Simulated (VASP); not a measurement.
# NaC3 (P6/mmm) in VASP: further runs

NaC3 is run at these levels: PBE; tasks: single point, relaxation of cell and atoms.

Everything below comes from runs of VASP 6.6.1. Logs are shortened: lines on timing, memory, paths and dates and some standing lists are left out, and cuts for length are marked.

## 1. The cell of the first run

It takes space group P6/mmm (No. 191, hexagonal). Conventional cell: a = 4.377 Å, b = 4.377 Å, c = 4.939 Å, α = 90.00°, β = 90.00°, γ = 120.00°. Within 3.3 Å of Na (site symmetry -6m2) lie 3 Na at 2.53 Å and 12 C at 2.87 Å. Within 1.9 Å of C (site symmetry m2m) lie 3 C at 1.46 Å.

## 2. Single point, PBE

File INCAR:

```
SYSTEM = NaC3
ALGO = Normal
EDIFF = 1E-7
ENCUT = 520
GGA = PE
ISIF = 2
ISMEAR = 0
LASPH = .True.
LCHARG = .False.
LREAL = .False.
LWAVE = .False.
NBANDS = 29
NELM = 100
PREC = Accurate
SIGMA = 0.1
```

File KPOINTS:

```
k-points
0
Gamma
  12 12 8
  0 0 0
```

File POSCAR:

```
NaC3
1.0
    4.3772709040      0.0000000000      0.0000000000
   -2.1886354520      3.7908278021      0.0000000000
    0.0000000000      0.0000000000      4.9385491226
Na C
2 6
Direct
    0.3333333333      0.6666666667      0.5000000000
    0.6666666667      0.3333333333      0.5000000000
    0.0000000000      0.6667345463      0.0000000000
    0.6667345463      0.0000000000      0.0000000000
    0.3332654537      0.3332654537      0.0000000000
    0.6667345463      0.6667345463      0.0000000000
    0.3332654537      0.0000000000      0.0000000000
    0.0000000000      0.3332654537      0.0000000000
```

Potentials or basis: VASP PAW PBE potentials, release 64 (Na_pv, C).

Command:

```console
$ cat potpaw_PBE.64/Na_pv/POTCAR potpaw_PBE.64/C/POTCAR > POTCAR
$ mpirun -np 1 vasp_std > vasp.out
```

OUTCAR:

```text
SYSTEM = NaC3
   EDIFF = 1E-7
   ENCUT = 520
   GGA = PE
   ISIF = 2
   ISMEAR = 0
   LASPH = .True.
   LREAL = .False.
   NELM = 100
   PREC = Accurate

 ion  position               nearest neighbor table
   1  0.333  0.667  0.500-   2 2.53   2 2.53   2 2.53
   2  0.667  0.333  0.500-   1 2.53   1 2.53   1 2.53
   3  0.000  0.667  0.000-   7 1.46   6 1.46   8 1.46
   4  0.667  0.000  0.000-   6 1.46   8 1.46   7 1.46
   5  0.333  0.333  0.000-   7 1.46   8 1.46   6 1.46
   6  0.667  0.667  0.000-   4 1.46   3 1.46   5 1.46
   7  0.333  0.000  0.000-   3 1.46   5 1.46   4 1.46
   8  0.000  0.333  0.000-   4 1.46   5 1.46   3 1.46

  LATTYP: Found a hexagonal cell.
 ALAT       =     4.3772709040
 C/A-ratio  =     1.1282256070

  Lattice vectors:

 A1 = (   4.3772709040,   0.0000000000,   0.0000000000)
 A2 = (  -2.1886354520,   3.7908278021,   0.0000000000)
 A3 = (   0.0000000000,   0.0000000000,   4.9385491226)

Analysis of symmetry for initial positions (statically):
=====================================================================
 Subroutine PRICEL returns:
 Original cell was already a primitive cell.

 Routine SETGRP: Setting up the symmetry group for a
 hexagonal supercell.

 Subroutine GETGRP returns: Found 24 space group operations
 (whereof 24 operations were pure point group operations)
 out of a pool of 24 trial point group operations.

The static configuration has the point symmetry D_6h.

Analysis of symmetry for dynamics (positions and initial velocities):
=====================================================================
 Subroutine PRICEL returns:
 Original cell was already a primitive cell.

 Routine SETGRP: Setting up the symmetry group for a
 hexagonal supercell.

 Subroutine GETGRP returns: Found 24 space group operations
 (whereof 24 operations were pure point group operations)
 out of a pool of 24 trial point group operations.

The dynamic configuration has the point symmetry D_6h.

 Subroutine INISYM returns: Found 24 space group operations
 (whereof 24 operations are pure point group operations),
 and found     1 'primitive' translations

----------------------------------------------------------------------------------------

                                     Primitive cell

  volume of cell :      81.9477

[... 99 lines left out ...]
   NELM   =    100;   NELMIN=  2; NELMDL= -5     # of ELM steps
   EDIFF  = 0.1E-06   stopping-criterion for ELM
   LREAL  =      F    real-space projection
   EDIFFG = 0.1E-05   stopping-criterion for IOM
   NSW    =      0    number of steps for IOM
   IBRION =     -1    ionic relax: 0-MD 1-quasi-New 2-CG
   NFREE  =      0    steps in history (QN), initial steepest desc. (CG)
   ISIF   =      2    stress and relaxation
   ISYM   =      2    0-nonsym 1-usesym 2-fastsym
   POTIM  = 0.5000    time-step for ionic-motion
   TEBEG  =    0.0;   TEEND  =   0.0 temperature during run
   PSTRESS=    0.0 pullay stress
   NELECT =      38.0000    total number of electrons
   NUPDOWN=      -1.0000    fix difference up-down
   EMIN   =  10.00;   EMAX   =-10.00  energy-range for DOS
   EFERMI =   0.00;   METHOD = LEGACY
   ISMEAR =     0;   SIGMA  =   0.10  broadening in eV -4-tet -1-fermi 0-gaus
   EFERMI_NEDOS =   21; number of points for ismear=-14 and -15
   IALGO  =     38    algorithm
   IMIX   =      4    mixing-type and parameters
     AMIX     =   0.40;   BMIX     =  1.00
     AMIX_MAG =   1.60;   BMIX_MAG =  1.00
  volume/ion in A,a.u.               =      10.24        69.13
  Fermi-wavevector in a.u.,A,eV,Ry     =   1.267137  2.394543 21.846024  1.605637
  Thomas-Fermi vector in A             =   2.400301
   LORBIT       =      0    0 simple, 1 ext, 2 COOP (PROOUT), +10 PAW based schemes
   GGA     = PE    functional components
   LHFCALC =     F    Hartree Fock is set to
   AEXX    =    0.0000 exact exchange contribution
   IVDW    =     0    specifies the selected vdW correction
   LEPSILON=     F    determine dielectric tensor
   LRPA    =     F    only Hartree local field effects (RPA)
 non-spin polarized calculation
 Gauss-broadening in eV      SIGMA  =   0.10
  energy-cutoff  :      520.00
  volume of cell :       81.95
 maximum number of plane-waves:      2226
 NGX is ok and might be reduce to    36
   NGX = 17   NGY = 17   NGZ = 19

 number of electron      38.0000003 magnetization

 Free energy of the ion-electron system (eV)
  ---------------------------------------------------
  ext. energy  EPLUGINS =         0.00000000
  ---------------------------------------------------
  free energy    TOTEN  =       -56.00013883 eV

  energy without entropy =      -55.98977397  energy(sigma->0) =      -55.99495640

 E-fermi :   5.9630     XC(G=0): -10.1141

 val. band max:        5.9553172134   @ k =   0.1667   0.0000   0.1250
 cond. band min:       5.9675168760   @ k =   0.3333  -0.0000   0.2500
 fundamental gap:      0.0121996626
 Fermi energy:         5.9629736064

 k-point     1 :       0.0000    0.0000    0.0000
  band No.  band energies     occupation
      1     -20.5984      2.00000
      2     -20.5984      2.00000
      3     -20.3559      2.00000
      4     -20.2364      2.00000
      5     -20.2364      2.00000
      6     -20.2310      2.00000
[... 757 lines left out ...]
     28      14.3715      0.00000
     29      14.4255      0.00000

 [... further k-points ...]
[... 5 lines left out ...]
  --------------------------------------------------------------------------------------
  -------------------------------------------------------------------------------------
  Total        0.2024750      0.2024750     -0.0121063      0.0000000      0.0000000      0.0000000
  in kB        3.9586315      3.9586315     -0.2366938      0.0000000      0.0000000      0.0000000
  external PRESSURE =       2.5601897 kB  Pullay stress =       0.0000000 kB

 VOLUME and BASIS-vectors are now :
 -----------------------------------------------------------------------------
  energy-cutoff  :      520.00
  volume of cell :       81.95
      direct lattice vectors                 reciprocal lattice vectors
     4.377270904  0.000000000  0.000000000     0.228452847  0.131897313  0.000000000
    -2.188635452  3.790827802  0.000000000     0.000000000  0.263794625  0.000000000
     0.000000000  0.000000000  4.938549123     0.000000000  0.000000000  0.202488621

 POSITION                                       TOTAL-FORCE (eV/Angst)
 -----------------------------------------------------------------------------------
     -0.00000      2.52722      2.46927         0.000000      0.000000      0.000000
      2.18864      1.26361      2.46927         0.000000      0.000000      0.000000
     -1.45924      2.52748      0.00000        -0.002247      0.003893     -0.000000
      2.91848      0.00000      0.00000         0.004495      0.000000     -0.000000
      0.72940      1.26335      0.00000        -0.002247     -0.003893      0.000000
      1.45924      2.52748      0.00000         0.002247      0.003893     -0.000000
      1.45879      0.00000      0.00000        -0.004495      0.000000      0.000000
     -0.72940      1.26335      0.00000         0.002247     -0.003893      0.000000
 -----------------------------------------------------------------------------------
    total drift:                                0.000000      0.000000      0.000000

  FREE ENERGIE OF THE ION-ELECTRON SYSTEM (eV)
  ---------------------------------------------------
  free  energy   TOTEN  =       -56.0001388311 eV

  energy  without entropy=      -55.9897739713  energy(sigma->0) =      -55.99495640
```

OSZICAR:

```text
N       E                     dE             d eps       ncg     rms          rms(c)
DAV:   1     0.349957266494E+03    0.34996E+03   -0.18963E+04  5528   0.147E+03
DAV:   2    -0.240766736832E+02   -0.37403E+03   -0.35192E+03  6098   0.406E+02
DAV:   3    -0.598683338664E+02   -0.35792E+02   -0.35102E+02  6824   0.125E+02
DAV:   4    -0.610247385721E+02   -0.11564E+01   -0.11457E+01  7235   0.230E+01
DAV:   5    -0.610584870295E+02   -0.33748E-01   -0.33686E-01  7825   0.374E+00    0.107E+01
DAV:   6    -0.565283126090E+02    0.45302E+01   -0.68830E+00  7545   0.116E+01    0.572E+00
DAV:   7    -0.560144096676E+02    0.51390E+00   -0.28562E+00  7309   0.593E+00    0.272E+00
DAV:   8    -0.560349128164E+02   -0.20503E-01   -0.35140E-01  7012   0.334E+00    0.714E-01
DAV:   9    -0.560001100501E+02    0.34803E-01   -0.82272E-02  7068   0.144E+00    0.148E-01
DAV:  10    -0.560001759730E+02   -0.65923E-04   -0.59962E-03  6997   0.436E-01    0.654E-02
DAV:  11    -0.560001588616E+02    0.17111E-04   -0.92028E-04  6742   0.135E-01    0.230E-02
DAV:  12    -0.560001380281E+02    0.20834E-04   -0.94395E-05  6947   0.519E-02    0.708E-03
DAV:  13    -0.560001388681E+02   -0.84000E-06   -0.33146E-06  7400   0.108E-02    0.241E-03
DAV:  14    -0.560001388311E+02    0.36934E-07   -0.49261E-07  6965   0.369E-03
   1 F= -.56000139E+02 E0= -.55994956E+02  d E =-.103649E-01
```

stdout:

```text
POSCAR found type information on POSCAR NaC
 POSCAR found :  2 types and       8 ions
 scaLAPACK will be used
 LDA part: xc-table for (Slater+PW92), standard interpolation
 POSCAR, INCAR and KPOINTS ok, starting setup
 FFT: planning ... GRIDC
 FFT: planning ... GRID_SOFT
 FFT: planning ... GRID
 WAVECAR not read
 entering main loop
```

Run time: 2.8 min. Hardware: 1 thread of Intel Xeon Platinum 8488C (Sapphire Rapids), shared host; peak memory 0.31 GiB.

Results:

| Item | Value |
| --- | --- |
| Free energy | -56.0001 eV |
| Pressure | 0.3 GPa |
| Largest force | 0.004 eV/Å |
| Band gap on the k mesh | zero (bands 19 and 20 overlap by 3.98 eV) |

Forces on the atoms (eV/Å):
```
Na   0.000  0.000  0.000
Na   0.000  0.000  0.000
C   -0.002  0.004  0.000
C    0.004  0.000  0.000
C   -0.002 -0.004  0.000
C    0.002  0.004  0.000
C   -0.004  0.000  0.000
C    0.002 -0.004  0.000
```

Stress tensor (GPa, compression positive):
```
 0.40  0.00  0.00
 0.00  0.40  0.00
 0.00  0.00 -0.02
```

## 3. Relaxation of cell and atoms, PBE

This run uses another cell than the first one, of 10.28 Å³/atom.

File INCAR:

```
SYSTEM = NaC3
PREC = Accurate ; ENCUT = 600
EDIFF = 1E-6 ; ISMEAR = 0
SIGMA = 0.1 ; LREAL = .FALSE.
LASPH = .TRUE. ; NELM = 100
ALGO = Normal ; ISIF = 3
LWAVE = .FALSE. ; LCHARG = .FALSE.
GGA = PE ; IBRION = 2
NSW = 100 ; EDIFFG = -0.01
```

File KPOINTS:

```
regular mesh
0
G
  12 12 8
  0 0 0
```

File POSCAR:

```
NaC3
1.0
    4.3757327296      0.0000000000      0.0000000000
   -2.1878663648      3.7894957040      0.0000000000
    0.0000000000      0.0000000000      4.9604847988
Na C
2 6
Direct
    0.3333333333      0.6666666667      0.5000000000
    0.6666666667      0.3333333333      0.5000000000
    0.0000000000      0.6669045618      0.0000000000
    0.6669045618      0.0000000000      0.0000000000
    0.3330954382      0.3330954382      0.0000000000
    0.6669045618      0.6669045618      0.0000000000
    0.3330954382      0.0000000000      0.0000000000
    0.0000000000      0.3330954382      0.0000000000
```

Potentials or basis: VASP PAW PBE potentials, release 64 (Na_pv, C).

Command:

```console
$ cat potpaw_PBE.64/Na_pv/POTCAR potpaw_PBE.64/C/POTCAR > POTCAR
$ mpirun -np 1 vasp_std > vasp.out
```

It took 16 min on 1 thread of Intel Xeon Platinum 8488C (Sapphire Rapids), shared host; peak memory 0.33 GiB.

It converged, with:

- Free energy: -56.0152 eV
- Relaxed volume: 10.06 Å³/atom
- Relaxed cell: a = 4.383 Å, b = 4.383 Å, c = 4.838 Å, α = 90.00°, β = 90.00°, γ = 120.00°
- Space group after relaxing (to 0.1 Å): P6/mmm (No. 191)
- Energy gained by relaxing: 0.2 meV/atom
- Ionic steps: 16
- Pressure after relaxing: 0.0 GPa
- Largest force after relaxing: 0.006 eV/Å
- Band gap on the k mesh: zero (bands 19 and 20 overlap by 4.06 eV)

Forces in eV/Å, atoms in the order of the input:
```
Na   0.000  0.000  0.000
Na   0.000  0.000  0.000
C   -0.003  0.006  0.000
C    0.006  0.000  0.000
C   -0.003 -0.006  0.000
C    0.003  0.006  0.000
C   -0.006  0.000  0.000
C    0.003 -0.006  0.000
```

Stress tensor (GPa, compression positive):
```
-0.10  0.00  0.00
 0.00 -0.10  0.00
 0.00  0.00  0.06
```

The path:
```
step  energy change (eV)  largest force (eV/Å)  pressure (GPa)  volume (Å³)
   1              0.0000                0.0564            0.01        82.25
   2              0.0007                0.1568           -0.13        82.26
   3             -0.0001                0.0045           -0.03        82.26
   4             -0.0002                0.0042           -0.08        82.23
   5             -0.0003                0.0017           -0.27        82.17
   6             -0.0003                0.0032           -0.62        82.04
   7             -0.0004                0.0010           -0.43        82.10
   8             -0.0004                0.0010           -0.43        82.09
   9             -0.0004                0.0014           -0.44        82.07
  10             -0.0005                0.0020           -0.43        82.03
  11             -0.0006                0.0032           -0.42        81.94
  12             -0.0008                0.0057           -0.45        81.76
  13             -0.0013                0.0105           -0.45        81.41
  14             -0.0015                0.0195           -0.43        80.70
  15             -0.0018                0.0103            0.04        80.48
  16             -0.0018                0.0065           -0.05        80.51
```

Final structure:
```xyz
8
Lattice="4.3834 0.0000 0.0000 -2.1917 3.7961 0.0000 0.0000 0.0000 4.8384" Properties=species:S:1:pos:R:3 pbc="T T T"
Na    0.0000    2.5308    2.4192
Na    2.1917    1.2654    2.4192
C    -1.4614    2.5312    0.0000
C     0.7311    3.7961    4.8384
C     0.7303    1.2650    0.0000
C     1.4614    2.5312    0.0000
C    -0.7311    3.7961    0.0000
C    -0.7303    1.2650    0.0000
```

Levels at points of the mesh, in eV from the Fermi level:
```
           k point  band 16  band 17  band 18  band 19  band 20  band 21  band 22  band 23
(0.00, 0.00, 0.00)    -4.20    -2.00    -1.89    -1.89    -1.62    -1.62     6.35     6.35
(0.50, 0.00, 0.00)    -6.80    -6.74    -4.02    -0.12     0.34     0.81     4.33     4.36
(0.00, 0.00, 0.50)    -4.20    -2.01    -2.01    -1.85    -1.85     0.47     4.20     6.55
(0.50, 0.00, 0.50)    -7.23    -7.09    -4.15    -0.64     2.56     3.28     4.11     4.24
```

The gap in the log of VASP goes by the Fermi energy; the results here count the filled bands.